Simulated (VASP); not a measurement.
A run of VASP 6.6.1 is set up as follows.

Contents of INCAR:

```
PREC = Accurate ; ENCUT = 600
EDIFF = 1E-6 ; ISMEAR = 0
SIGMA = 0.1 ; LREAL = F
LASPH = T ; NELM = 100
ALGO = Normal ; ISIF = 3
LWAVE = F ; LCHARG = F
GGA = PE ; IBRION = 2
NSW = 100 ; EDIFFG = -0.01
```

The input KPOINTS:

```
regular mesh
0
Gamma
  18 18 12
```

Contents of POSCAR:

```
SrBe
1.0
    3.8689833000      0.0000000000      0.0000000000
   -1.9344916500      3.3506378200      0.0000000000
    0.0000000000      0.0000000000      4.9981255100
Sr Be
1 1
Direct
    0.0000000000      0.0000000000      0.0000000000
    0.3333333300      0.6666666700      0.5000000000
```

Potentials or basis: VASP PAW PBE potentials, release 64 (Sr_sv, Be).

Launch:

```console
$ cat potpaw_PBE.64/Sr_sv/POTCAR potpaw_PBE.64/Be/POTCAR > POTCAR
$ mpirun -np 1 vasp_std > vasp.out
```

Task: Estimate the band gap on the k mesh.

Result: Zero (band 6 reaches 2.97 eV, above the bottom of band 7 at 1.14 eV).

Task: Predict the space group after relaxing (to 0.05 Å).

Result: P-6m2 (No. 187).

The path:
```csv
step,energy change (eV),largest force (eV/Å),pressure (GPa),volume (Å³)
1,0.0000,0.0000,-1.22,64.79
2,-0.0936,0.0000,-0.43,62.43
3,-0.1670,0.0000,0.98,59.30
4,-0.1030,0.0000,5.18,52.64
5,-0.1830,0.0000,2.15,57.16
6,-0.2346,0.0000,0.78,60.27
7,-0.2428,0.0000,-0.01,62.48
8,-0.2429,0.0000,0.04,62.31
9,-0.2429,0.0000,0.08,62.21
10,-0.2429,0.0000,0.03,62.33
```
